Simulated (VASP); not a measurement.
Set up this calculation in VASP 6.6.1, as the native input.

```yaml
Task: single point
Functional: r2SCAN
Potentials_or_basis: VASP PAW PBE potentials, release 64 (Si, O)
Cutoff: 520 eV
k_mesh: 6 × 6 × 6
Occupations: gaussian, width 0.02 eV
Spin: no spin polarisation
Dipole_correction: no
Further_INCAR_settings: ALGO = Normal; EDIFF = 1e-07; NBANDS = 44
```

The system is SiO2.

```
Si O
1.0
    -2.65721    3.31965    4.00449
     2.65721   -3.31965    4.00449
     2.65721    3.31965   -4.00449
Si O
4 8
Direct
  0.83345 0.80712 0.02633
  0.71921 0.19288 0.52633
  0.16655 0.19288 0.97367
  0.28079 0.80712 0.47367
  0.98384 0.73384 0.25000
  0.01616 0.26616 0.75000
  0.67121 0.50000 0.67121
  0.32879 0.00000 0.82879
  0.32879 0.50000 0.32879
  0.67121 0.00000 0.17121
  0.00000 0.00000 0.00000
  0.50000 0.00000 0.50000
```

These files were run (other wordings do the same):

POSCAR

```
SiO2
1.0
   -2.6572070660      3.3196508485      4.0044864065
    2.6572070660     -3.3196508485      4.0044864065
    2.6572070660      3.3196508485     -4.0044864065
Si O
4 8
Direct
    0.8334521923      0.8071225851      0.0263296071
    0.7192070220      0.1928774149      0.5263296071
    0.1665478077      0.1928774149      0.9736703929
    0.2807929780      0.8071225851      0.4736703929
   -0.0161601213      0.7338398787      0.2500000000
    1.0161601213      0.2661601213      0.7500000000
    0.6712123407      0.5000000000      0.6712123407
    0.3287876593      0.0000000000      0.8287876593
    0.3287876593      0.5000000000      0.3287876593
    0.6712123407      0.0000000000      0.1712123407
    0.0000000000      0.0000000000      0.0000000000
    0.5000000000      0.0000000000      0.5000000000
```

INCAR.step1

```
SYSTEM = SiO2
ALGO = Normal
EDIFF = 1E-4
ENCUT = 520
GGA = PE
ISMEAR = 0
LASPH = .TRUE.
LCHARG = .FALSE.
LREAL = .FALSE.
LWAVE = .TRUE.
NBANDS = 44
NELM = 100
PREC = Accurate
SIGMA = 0.02
```

INCAR.step2

```
SYSTEM = SiO2
ALGO = Normal
EDIFF = 1E-7
ENCUT = 520
ISIF = 2
ISMEAR = 0
ISTART = 1
LASPH = .TRUE.
LCHARG = .FALSE.
LMIXTAU = .TRUE.
LREAL = .FALSE.
LWAVE = .FALSE.
METAGGA = R2SCAN
NBANDS = 44
NELM = 100
PREC = Accurate
SIGMA = 0.02
```

KPOINTS

```
k-points
0
G
  6 6 6
  0 0 0
```

Potentials or basis: VASP PAW PBE potentials, release 64 (Si, O).

Run with:

```bash
$ cat potpaw_PBE.64/Si/POTCAR potpaw_PBE.64/O/POTCAR > POTCAR
$ cp INCAR.step1 INCAR
$ mpirun -np 1 vasp_std > vasp.out
$ cp INCAR.step2 INCAR
$ mpirun -np 1 vasp_std > vasp.out
```

Results of the run:

| Property | Result |
| --- | --- |
| Pressure | 25.4 GPa |
| Largest force | 0.082 eV/Å |
| Band gap on the k mesh | 5.92 eV (least direct gap 6.08 eV) |

Caveat: the cell stands under pressure; the PAW data sets were made with another functional, which shifts forces and pressure a little.

It took 12 min on 1 thread of Intel(R) Xeon(R) 6975P-C (Granite Rapids) (shared host), peak memory 0.47 GiB.
